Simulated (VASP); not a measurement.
V3I: relaxation of cell and atoms with PBE

V3I:

```xyz
4
Lattice="3.9419 0.0000 0.0000 0.0000 3.9419 0.0000 0.0000 0.0000 3.9419" Properties=species:S:1:pos:R:3 pbc="T T T"
V     0.0000    1.9710    1.9710
V     1.9710    0.0000    1.9710
V     1.9710    1.9710    0.0000
I     0.0000    0.0000    0.0000
```

* Program: VASP 6.6.1
* Task: relaxation of cell and atoms
* Functional: PBE
* Potentials or basis: VASP PAW PBE potentials, release 64 (V_sv, I)
* Cutoff: 600 eV
* k mesh: 12 × 12 × 12
* Occupations: gaussian, width 0.1 eV
* Spin: no spin polarisation
* Dipole correction: no
* Further INCAR settings: ALGO = Normal; EDIFF = 1e-07; IBRION = 2; EDIFFG = -0.01; NSW = 100; ISIF = 3

- Relaxed volume: 15.34 Å³/atom
- Relaxed cell: a = 3.944 Å, b = 3.944 Å, c = 3.944 Å, α = 90.00°, β = 90.00°, γ = 90.00°
- Space group after relaxing (to 0.1 Å): Pm-3m (No. 221)
- Energy gained by relaxing: 0.0 meV/atom
- Ionic steps: 3
- Pressure after relaxing: 0.0 GPa
- Band gap on the k mesh: zero (bands 23 and 24 overlap by 0.46 eV)

Final structure:
```yaml
crystal:
  lattice:
    - [3.94409, 0.00000, 0.00000]
    - [0.00000, 3.94409, 0.00000]
    - [0.00000, 0.00000, 3.94409]
  atoms:
    - { symbol: V, position: [0.00000, 0.50000, 0.50000] }
    - { symbol: V, position: [0.50000, 0.00000, 0.50000] }
    - { symbol: V, position: [0.50000, 0.50000, 0.00000] }
    - { symbol: I, position: [0.00000, 0.00000, 0.00000] }
```

Levels at points of the mesh, in eV from the Fermi level:
```
           k point  band 19  band 20  band 21  band 22  band 23  band 24  band 25  band 26  band 27
(0.00, 0.00, 0.00)    -3.65    -2.56    -2.56    -2.56     0.19     0.19     0.19     0.29     1.61
(0.50, 0.00, 0.00)    -1.87    -0.90    -0.90    -0.85    -0.77     0.11     0.27     0.27     0.57
(0.50, 0.50, 0.00)    -1.57    -1.57    -0.79    -0.79    -0.27     0.16     0.21     0.29     0.29
(0.50, 0.50, 0.50)    -3.48    -0.65    -0.65    -0.65    -0.16     0.24     0.24     0.24     0.29
```

Wall time 2.7 min on 1 thread of AMD EPYC 9R45 96-Core Processor (Zen 5), on a shared host, peak memory 0.26 GiB.

Caveat: spin-orbit coupling is left out, which moves the levels of the heavy elements; the run has no spin polarisation, though such a crystal can be magnetic.
